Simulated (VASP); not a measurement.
# Ge (Fm-3m) in VASP: further runs

Ge is run at these levels: PBE; tasks: single point.

All numbers are computed with VASP 6.6.1; they aren't measurements. Logs are shortened: lines on timing, memory, paths and dates and some standing lists are left out, and cuts for length are marked.

## 1. The cell of the first run

Symmetry: Fm-3m, No. 225, cubic system. Conventional cell: a = 4.223 Å, b = 4.223 Å, c = 4.223 Å, α = 90.00°, β = 90.00°, γ = 90.00°. Ge (site symmetry m-3m) has 12 Ge at 2.99 Å within 3.9 Å.

## 2. Single point, PBE

Input file INCAR:

```
SYSTEM = Ge
PREC = Accurate ; ENCUT = 520
EDIFF = 1E-7 ; ISMEAR = -1
SIGMA = 0.06122561905347299 ; LREAL = .FALSE.
LASPH = .TRUE. ; NELM = 80
ALGO = Normal ; ISIF = 2
LWAVE = .FALSE. ; LCHARG = .FALSE.
GGA = PE ; NBANDS = 13
```

Input file KPOINTS:

```
Automatic mesh
0
G
  22 22 22
  0 0 0
```

Input file POSCAR:

```
Ge
1.0
    0.0000000000      2.1114494806      2.1114494806
    2.1114494806      0.0000000000      2.1114494806
    2.1114494806      2.1114494806      0.0000000000
Ge
1
Direct
    0.0000000000      0.0000000000      0.0000000000
```

Potentials or basis: VASP PAW PBE potentials, release 64 (Ge_d).

On the command line:

```console
$ cat potpaw_PBE.64/Ge_d/POTCAR > POTCAR
$ mpirun -np 1 vasp_std > vasp.out
```

OUTCAR:

```text
SYSTEM = Ge
   PREC = Accurate
   ENCUT = 520
   EDIFF = 1E-7
   ISMEAR = -1
   LREAL = .FALSE.
   LASPH = .TRUE.
   NELM = 80
   ISIF = 2
   GGA = PE

 ion  position               nearest neighbor table
   1  0.000  0.000  0.000-

  LATTYP: Found a face centered cubic cell.
 ALAT       =     4.2228989612

  Lattice vectors:

 A1 = (   0.0000000000,   2.1114494806,   2.1114494806)
 A2 = (   2.1114494806,   0.0000000000,   2.1114494806)
 A3 = (   2.1114494806,   2.1114494806,   0.0000000000)

Analysis of symmetry for initial positions (statically):
=====================================================================
 Subroutine PRICEL returns:
 Original cell was already a primitive cell.

 Routine SETGRP: Setting up the symmetry group for a
 face centered cubic supercell.

 Subroutine GETGRP returns: Found 48 space group operations
 (whereof 48 operations were pure point group operations)
 out of a pool of 48 trial point group operations.

The static configuration has the point symmetry O_h .

Analysis of symmetry for dynamics (positions and initial velocities):
=====================================================================
 Subroutine PRICEL returns:
 Original cell was already a primitive cell.

 Routine SETGRP: Setting up the symmetry group for a
 face centered cubic supercell.

 Subroutine GETGRP returns: Found 48 space group operations
 (whereof 48 operations were pure point group operations)
 out of a pool of 48 trial point group operations.

The dynamic configuration has the point symmetry O_h .

 Subroutine INISYM returns: Found 48 space group operations
 (whereof 48 operations are pure point group operations),
 and found     1 'primitive' translations

----------------------------------------------------------------------------------------

                                     Primitive cell

  volume of cell :      18.8266

  direct lattice vectors                    reciprocal lattice vectors
     0.000000000  2.111449481  2.111449481    -0.236804150  0.236804150  0.236804150
     2.111449481  0.000000000  2.111449481     0.236804150 -0.236804150  0.236804150
     2.111449481  2.111449481  0.000000000     0.236804150  0.236804150 -0.236804150

  length of vectors
     2.986040492  2.986040492  2.986040492     0.410156820  0.410156820  0.410156820

  position of ions in fractional coordinates (direct lattice)
     0.000000000  0.000000000  0.000000000

  ion indices of the primitive-cell ions
   primitive index   ion index
                 1           1

----------------------------------------------------------------------------------------

 KPOINTS: Automatic mesh

Automatic generation of k-mesh.
 Grid dimensions read from file:
 generate k-points for:   22   22   22

 Generating k-lattice:

  Cartesian coordinates                     Fractional coordinates (reciprocal lattice)
    -0.010763825  0.010763825  0.010763825     0.045454545  0.000000000  0.000000000
     0.010763825 -0.010763825  0.010763825     0.000000000  0.045454545  0.000000000
     0.010763825  0.010763825 -0.010763825     0.000000000  0.000000000  0.045454545

  Length of vectors
     0.018643492  0.018643492  0.018643492

  Shift w.r.t. Gamma in fractional coordinates (k-lattice)
     0.000000000  0.000000000  0.000000000

 Subroutine IBZKPT returns following result:
 ===========================================

 Found    328 irreducible k-points:

 Following reciprocal coordinates:
            Coordinates               Weight
  0.000000  0.000000  0.000000      1.000000
  0.045455  0.000000  0.000000      8.000000
  0.090909  0.000000  0.000000      8.000000
  0.136364  0.000000  0.000000      8.000000
  0.181818  0.000000  0.000000      8.000000
  0.227273  0.000000  0.000000      8.000000
[... 16 lines left out ...]
  0.500000  0.045455  0.000000     24.000000
 -0.454545  0.045455  0.000000     24.000000
 [... further k-points ...]
   k-points           NKPTS =    328   k-points in BZ     NKDIM =    328   number of bands    NBANDS=     13
   number of dos      NEDOS =    301   number of ions     NIONS =      1
   total plane-waves  NPLWV =  13824
   dimension x,y,z NGX =    24 NGY =   24 NGZ =   24
   dimension x,y,z NGXF=    48 NGYF=   48 NGZF=   48
   ions per type =               1
   NGX,Y,Z   is equivalent  to a cutoff of  13.36, 13.36, 13.36 a.u.
   NGXF,Y,Z  is equivalent  to a cutoff of  26.72, 26.72, 26.72 a.u.
 SYSTEM =  Ge
   PREC   = accura    normal or accurate (medium, high low for compatibility)
   ISTART =      0    job   : 0-new  1-cont  2-samecut
   ICHARG =      2    charge: 1-file 2-atom 10-const
   ISPIN  =      1    spin polarized calculation?
   LNONCOLLINEAR =      F non collinear calculations
   LSORBIT =      F    spin-orbit coupling
   LASPH  =      T    aspherical Exc in radial PAW
   ENCUT  =  520.0 eV  38.22 Ry    6.18 a.u.   5.55  5.55  5.55*2*pi/ulx,y,z
   NELM   =     80;   NELMIN=  2; NELMDL= -5     # of ELM steps
   EDIFF  = 0.1E-06   stopping-criterion for ELM
   LREAL  =      F    real-space projection
   EDIFFG = 0.1E-05   stopping-criterion for IOM
   NSW    =      0    number of steps for IOM
   IBRION =     -1    ionic relax: 0-MD 1-quasi-New 2-CG
   NFREE  =      0    steps in history (QN), initial steepest desc. (CG)
   ISIF   =      2    stress and relaxation
   ISYM   =      2    0-nonsym 1-usesym 2-fastsym
   POTIM  = 0.5000    time-step for ionic-motion
   TEBEG  =    0.0;   TEEND  =   0.0 temperature during run
   PSTRESS=    0.0 pullay stress
   NELECT =      14.0000    total number of electrons
   NUPDOWN=      -1.0000    fix difference up-down
   EMIN   =  10.00;   EMAX   =-10.00  energy-range for DOS
   EFERMI =   0.00;   METHOD = LEGACY
   ISMEAR =    -1;   SIGMA  =   0.06  broadening in eV -4-tet -1-fermi 0-gaus
   EFERMI_NEDOS =   21; number of points for ismear=-14 and -15
   IALGO  =     38    algorithm
   IMIX   =      4    mixing-type and parameters
     AMIX     =   0.40;   BMIX     =  1.00
     AMIX_MAG =   1.60;   BMIX_MAG =  1.00
  volume/ion in A,a.u.               =      18.83       127.05
  Fermi-wavevector in a.u.,A,eV,Ry     =   1.483179  2.802801 29.930356  2.199819
  Thomas-Fermi vector in A             =   2.596873
   LORBIT       =      0    0 simple, 1 ext, 2 COOP (PROOUT), +10 PAW based schemes
   GGA     = PE    functional components
   LHFCALC =     F    Hartree Fock is set to
   AEXX    =    0.0000 exact exchange contribution
   IVDW    =     0    specifies the selected vdW correction
   LEPSILON=     F    determine dielectric tensor
   LRPA    =     F    only Hartree local field effects (RPA)
 non-spin polarized calculation
  energy-cutoff  :      520.00
  volume of cell :       18.83
 maximum number of plane-waves:       532
 NGX is ok and might be reduce to    24
   NGX = 11   NGY = 11   NGZ = 11

 number of electron      13.9999999 magnetization

 Free energy of the ion-electron system (eV)
  ---------------------------------------------------
  ext. energy  EPLUGINS =         0.00000000
  ---------------------------------------------------
  free energy    TOTEN  =        -4.18352822 eV

  energy without entropy =       -4.17726626  energy(sigma->0) =       -4.18039724

 E-fermi :   6.9156     XC(G=0): -11.3074

 val. band max:        6.8993265057   @ k =  -0.4545   0.3636   0.0909
 cond. band min:       6.9387097093   @ k =  -0.4091   0.3182   0.0909
 fundamental gap:      0.0393832036
 Fermi energy:         6.9155527946

 k-point     1 :       0.0000    0.0000    0.0000
  band No.  band energies     occupation
      1     -17.9016      2.00000
      2     -17.9016      2.00000
      3     -17.9016      2.00000
      4     -17.8519      2.00000
      5     -17.8519      2.00000
      6      -6.3690      2.00000
      7      15.8427      0.00000
      8      15.8427      0.00000
      9      15.8427      0.00000
     10      20.9147      0.00000
     11      20.9147      0.00000
     12      20.9147      0.00000
     13      21.9211      0.00000

 k-point     2 :       0.0455    0.0000    0.0000
  band No.  band energies     occupation
      1     -17.9016      2.00000
      2     -17.9005      2.00000
      3     -17.9005      2.00000
      4     -17.8520      2.00000
      5     -17.8520      2.00000
      6      -6.3174      2.00000
      7      15.2796      0.00000
      8      15.7575      0.00000
      9      15.7575      0.00000
     10      20.4068      0.00000
     11      21.0640      0.00000
     12      21.0640      0.00000
     13      22.9008      0.00000

 k-point     3 :       0.0909    0.0000    0.0000
  band No.  band energies     occupation
      1     -17.9015      2.00000
      2     -17.8974      2.00000
      3     -17.8974      2.00000
      4     -17.8520      2.00000
      5     -17.8520      2.00000
      6      -6.1624      2.00000
      7      13.9373      0.00000
      8      15.5335      0.00000
      9      15.5335      0.00000
     10      19.9244      0.00000
     11      21.4601      0.00000
     12      21.4602      0.00000
     13      24.1291      0.00000
[... 305 lines left out ...]
 k-point    23 :       0.5000    0.0455    0.0000
  band No.  band energies     occupation
      1     -17.9038      2.00000
      2     -17.8977      2.00000
      3     -17.8956      2.00000
      4     -17.8061      2.00000
      5     -17.8038      2.00000
      6      -1.0794      2.00000
      7       1.3879      2.00000
      8      13.3195      0.00000
      9      13.5689      0.00000
     10      18.7290      0.00000
     11      19.5116      0.00000
     12      19.8623      0.00000
     13      21.7346      0.00000

 k-point    24 :      -0.4545    0.0455    0.0000
  band No.  band energies     occupation
      1     -17.9036      2.00000
      2     -17.8975      2.00000
      3     -17.8957      2.00000
      4     -17.8057      2.00000
      5     -17.8052      2.00000
      6      -1.2325      2.00000
      7       1.5750      2.00000
      8      13.1998      0.00000
      9      13.7096      0.00000
     10      18.9160      0.00000
     11      19.4144      0.00000
     12      19.7528      0.00000
     13      21.8263      0.00000

 [... further k-points ...]
[... 5 lines left out ...]
  --------------------------------------------------------------------------------------
  -------------------------------------------------------------------------------------
  Total        0.3264120      0.3264120      0.3264120     -0.0000000      0.0000000      0.0000000
  in kB       27.7782349     27.7782349     27.7782349     -0.0000000      0.0000000      0.0000000
  external PRESSURE =      27.7782349 kB  Pullay stress =       0.0000000 kB

 VOLUME and BASIS-vectors are now :
 -----------------------------------------------------------------------------
  energy-cutoff  :      520.00
  volume of cell :       18.83
      direct lattice vectors                 reciprocal lattice vectors
     0.000000000  2.111449481  2.111449481    -0.236804150  0.236804150  0.236804150
     2.111449481  0.000000000  2.111449481     0.236804150 -0.236804150  0.236804150
     2.111449481  2.111449481  0.000000000     0.236804150  0.236804150 -0.236804150

 POSITION                                       TOTAL-FORCE (eV/Angst)
 -----------------------------------------------------------------------------------
      0.00000      0.00000      0.00000        -0.000000     -0.000000     -0.000000
 -----------------------------------------------------------------------------------
    total drift:                               -0.000000     -0.000000     -0.000000

  FREE ENERGIE OF THE ION-ELECTRON SYSTEM (eV)
  ---------------------------------------------------
  free  energy   TOTEN  =        -4.1835282233 eV

  energy  without entropy=       -4.1772662586  energy(sigma->0) =       -4.18039724
```

Run time: 89 s. Hardware: 1 thread of AMD EPYC 7R43 (Zen 3), shared host; peak memory 0.16 GiB.

Results:

| Property | Result |
| --- | --- |
| Free energy | -4.1835 eV |
| Pressure | 2.8 GPa |
| Band gap on the k mesh | zero (band 7 reaches 15.84 eV, above the bottom of band 8 at 4.45 eV) |

Levels at points of the mesh, in eV from the Fermi level:
| k point | band 5 | band 6 | band 7 | band 8 | band 9 | band 10 |
| --- | --- | --- | --- | --- | --- | --- |
| (0.00, 0.00, 0.00) | -24.77 | -13.28 | 8.93 | 8.93 | 8.93 | 14.00 |
| (0.50, 0.00, 0.00) | -24.72 | -7.98 | -5.64 | 6.84 | 6.84 | 12.12 |
| (0.50, 0.50, 0.00) | -24.71 | -5.65 | -4.38 | 2.57 | 2.57 | 6.36 |

## 3. Single point, PBE

Input file INCAR:

```
ALGO = Normal
EDIFF = 1E-6
ENCUT = 520
GGA = PE
ISIF = 2
ISMEAR = -1
LASPH = T
LCHARG = F
LREAL = F
LWAVE = F
NBANDS = 13
NELM = 100
PREC = Accurate
SIGMA = 0.06122561905347299
```

Input file KPOINTS:

```
k-points
0
Gamma
  22 22 22
```

POSCAR is that of step 2.

Potentials or basis: VASP PAW PBE potentials, release 64 (Ge_d).

On the command line:

```console
$ cat potpaw_PBE.64/Ge_d/POTCAR > POTCAR
$ mpirun -np 1 vasp_std > vasp.out
```

Run time: 79 s. Hardware: 1 thread of AMD EPYC 7R43 (Zen 3), shared host; peak memory 0.16 GiB.

The run converged. Its results:

```
Free energy            : -4.1835 eV
Pressure               : 2.7 GPa
Band gap on the k mesh : zero (band 7 reaches 15.84 eV, above the bottom of band 8 at 4.45 eV)
```

Levels at points of the mesh, in eV from the Fermi level:
```tsv
k point	band 3	band 4	band 5	band 6	band 7	band 8	band 9	band 10	band 11	band 12
(0.00, 0.00, 0.00)	-24.82	-24.77	-24.77	-13.28	8.93	8.93	8.93	14.00	14.00	14.00
(0.50, 0.00, 0.00)	-24.81	-24.72	-24.72	-7.98	-5.64	6.84	6.84	12.12	12.66	12.66
(0.50, 0.50, 0.00)	-24.72	-24.71	-24.71	-5.65	-4.38	2.57	2.57	6.36	6.63	28.13
```

## 4. Single point, PBE

This run uses another cell than the first one, of 19.22 Å³/atom, 1.021 times its volume.

Input file INCAR:

```
SYSTEM = Ge
ALGO     = Normal         ! electronic algorithm
EDIFF    = 1E-6           ! SCF threshold, eV
ENCUT    = 520            ! plane-wave cutoff, eV
GGA      = PE             ! functional
ISIF     = 2              ! what is computed and relaxed
ISMEAR   = -1             ! smearing method
LASPH    = .TRUE.         ! aspherical terms in the spheres
LCHARG   = .FALSE.        ! write CHGCAR
LREAL    = .FALSE.        ! projectors in reciprocal space
LWAVE    = .FALSE.        ! write WAVECAR
NBANDS   = 13             ! bands
NELM     = 100            ! most SCF steps
PREC     = Accurate       ! precision mode
SIGMA    = 0.06122561905347299 ! smearing width, eV
```

Input file KPOINTS:

```
k-points
0
G
  22 22 22
  0 0 0
```

Input file POSCAR:

```
Ge
1.0
    0.0000000000      2.1260116613      2.1260116613
    2.1260116613      0.0000000000      2.1260116613
    2.1260116613      2.1260116613      0.0000000000
Ge
1
Direct
    0.0000000000      0.0000000000      0.0000000000
```

Potentials or basis: VASP PAW PBE potentials, release 64 (Ge_d).

On the command line:

```console
$ cat potpaw_PBE.64/Ge_d/POTCAR > POTCAR
$ mpirun -np 1 vasp_std > vasp.out
```

OUTCAR:

```text
SYSTEM = Ge
   EDIFF = 1E-6
   ENCUT = 520
   GGA = PE
   ISIF = 2
   ISMEAR = -1
   LASPH = .TRUE.
   LREAL = .FALSE.
   NELM = 100
   PREC = Accurate

 ion  position               nearest neighbor table
   1  0.000  0.000  0.000-

  LATTYP: Found a face centered cubic cell.
 ALAT       =     4.2520233226

  Lattice vectors:

 A1 = (   0.0000000000,   2.1260116613,   2.1260116613)
 A2 = (   2.1260116613,   0.0000000000,   2.1260116613)
 A3 = (   2.1260116613,   2.1260116613,   0.0000000000)

Analysis of symmetry for initial positions (statically):
[... 554 lines left out ...]
      8      12.8462      0.00000
      9      13.3441      0.00000
     10      18.5923      0.00000
     11      18.9883      0.00000
     12      19.4173      0.00000
     13      21.4918      0.00000

 [... further k-points ...]
[... 5 lines left out ...]
  --------------------------------------------------------------------------------------
  -------------------------------------------------------------------------------------
  Total        0.1403955      0.1403955      0.1403955      0.0000000     -0.0000000     -0.0000000
  in kB       11.7040705     11.7040705     11.7040705      0.0000000     -0.0000000     -0.0000000
  external PRESSURE =      11.7040705 kB  Pullay stress =       0.0000000 kB

 VOLUME and BASIS-vectors are now :
 -----------------------------------------------------------------------------
  energy-cutoff  :      520.00
  volume of cell :       19.22
      direct lattice vectors                 reciprocal lattice vectors
     0.000000000  2.126011661  2.126011661    -0.235182153  0.235182153  0.235182153
     2.126011661  0.000000000  2.126011661     0.235182153 -0.235182153  0.235182153
     2.126011661  2.126011661  0.000000000     0.235182153  0.235182153 -0.235182153

 POSITION                                       TOTAL-FORCE (eV/Angst)
 -----------------------------------------------------------------------------------
      0.00000      0.00000      0.00000         0.000000      0.000000     -0.000000
 -----------------------------------------------------------------------------------
    total drift:                               -0.000000     -0.000000     -0.000000

  FREE ENERGIE OF THE ION-ELECTRON SYSTEM (eV)
  ---------------------------------------------------
  free  energy   TOTEN  =        -4.1885869236 eV

  energy  without entropy=       -4.1823854037  energy(sigma->0) =       -4.18548616
```

Run time: 73 s. Hardware: 1 thread of AMD EPYC 7R43 (Zen 3), shared host; peak memory 0.16 GiB.

Results:

```yaml
Free_energy: -4.1886 eV
Pressure: 1.2 GPa
Band_gap_on_the_k_mesh: zero (band 7 reaches 15.42 eV, above the bottom of band 8 at 4.27 eV)
```

## 5. Single point, PBE

This run uses another cell than the first one, of 19.61 Å³/atom, 1.042 times its volume.

Input file INCAR:

```
PREC = Accurate
ENCUT = 520
EDIFF = 1E-7
ISMEAR = -1
SIGMA = 0.06122561905347299
LREAL = False
LASPH = True
NELM = 60
ALGO = Normal
ISIF = 2
LWAVE = False
LCHARG = False
GGA = PE
NBANDS = 13
```

Input file KPOINTS:

```
regular mesh
0
Gamma
  22 22 22
```

Input file POSCAR:

```
Ge
1.0
    0.0000000000      2.1403770407      2.1403770407
    2.1403770407      0.0000000000      2.1403770407
    2.1403770407      2.1403770407      0.0000000000
Ge
1
Direct
    0.0000000000      0.0000000000      0.0000000000
```

On the command line:

```console
$ cat potpaw_PBE.64/Ge_d/POTCAR > POTCAR
$ mpirun -np 1 vasp_std > vasp.out
```

It took 2 min on 1 thread of AMD EPYC 7R43 (Zen 3), shared host; peak memory 0.16 GiB.

The run converged. Its results:

| Property | Result |
| --- | --- |
| Free energy | -4.1902 eV |
| Pressure | 0.0 GPa |
| Band gap on the k mesh | zero (band 7 reaches 15.01 eV, above the bottom of band 8 at 4.11 eV) |

Levels at points of the mesh, in eV from the Fermi level:
```csv
k point,band 4,band 5,band 6,band 7,band 8,band 9,band 10,band 11
"(0.00, 0.00, 0.00)",-24.76,-24.76,-12.94,8.54,8.54,8.54,13.73,13.73
"(0.50, 0.00, 0.00)",-24.72,-24.72,-7.90,-5.40,6.55,6.55,11.71,12.45
"(0.50, 0.50, 0.00)",-24.71,-24.71,-5.70,-4.18,2.49,2.49,6.22,6.59
```

(Continued in part 2 of 2.)
